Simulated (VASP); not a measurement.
Set up this calculation in VASP 6.6.1, as the native input.

```
Task                   : single point
Functional             : LDA
Potentials or basis    : VASP PAW LDA potentials, release 64 (Mg, O)
Cutoff                 : 520 eV
k mesh                 : 2 × 2 × 1
Occupations            : fermi-dirac, width 0.02 eV
Spin                   : no spin polarisation
Dipole correction      : no
Further INCAR settings : LREAL = Auto; ALGO = Normal; EDIFF = 1e-06; NBANDS = 66
```

The structure of MgO lies in POSCAR:

```
MgO
1.0
    6.1010590000      0.0000000000      0.0000000000
    3.0505290000      5.2836720000      0.0000000000
    0.0000000000      0.0000000000     19.2268670000
Mg O
12 12
Direct
    0.0000000000      0.0000000000      0.0520105538
    0.0000092254      0.4999931866      0.0520105538
    0.4999951648      0.0000000000      0.0520105538
    0.5000043902      0.4999931866      0.0520105538
    0.6743854479      0.6476367193      0.1846426670
    0.6789107519      0.1510313282      0.1836076569
    0.1658992241      0.6751743863      0.1839145192
    0.1571040079      0.1734778389      0.1851107619
    0.3448486430      0.3274048805      0.3134259992
    0.3435050306      0.8409871014      0.3104978050
    0.8314480800      0.3228247325      0.3080845153
    0.8390381574      0.8120488933      0.3086514303
    0.3333305588      0.8333409038      0.1167844974
    0.3333307966      0.3333287910      0.1167844974
    0.8333257236      0.8333409038      0.1167844974
    0.8333423519      0.3333287910      0.1167844974
    0.9892068723      0.5343632232      0.2374125748
    0.9861043619      0.0289192819      0.2321439057
    0.4759319787      0.4820511190      0.2328616514
    0.4921547699     -0.0084789518      0.2357430360
    0.6620309474      0.1646960674      0.3500206248
    0.6679973484      0.6600523272      0.3420005974
    0.1447641933      0.1757679129      0.3531984696
    0.1261452539      0.7139353086      0.3586335725
```

These files were run (other wordings do the same):

INCAR

```
SYSTEM = MgO
PREC     = Accurate       ! precision mode
ENCUT    = 520            ! plane-wave cutoff, eV
EDIFF    = 1E-6           ! SCF threshold, eV
ISMEAR   = -1             ! smearing method
SIGMA    = 0.02           ! smearing width, eV
LREAL    = Auto         
LASPH    = .True.         ! aspherical terms in the spheres
NELM     = 60             ! most SCF steps
ALGO     = Normal         ! electronic algorithm
ISIF     = 2              ! what is computed and relaxed
LWAVE    = .False.        ! write WAVECAR
LCHARG   = .False.        ! write CHGCAR
NBANDS   = 66             ! bands
```

KPOINTS

```
Automatic mesh
0
Gamma
  2 2 1
  0 0 0
```

Potentials or basis: VASP PAW LDA potentials, release 64 (Mg, O).

Launch:

```sh
$ cat potpaw_LDA.64/Mg/POTCAR potpaw_LDA.64/O/POTCAR > POTCAR
$ mpirun -np 1 vasp_std > vasp.out
```

It gave:

* Largest force: 2.250 eV/Å
* Band gap on the k mesh: zero (bands 48 and 49 overlap by 0.05 eV)

Caveat: the k points lie up to 0.59 Å⁻¹ apart.

It took 6.8 min on 1 thread of Intel(R) Xeon(R) 6975P-C (Granite Rapids), on a shared host, peak memory 0.57 GiB.
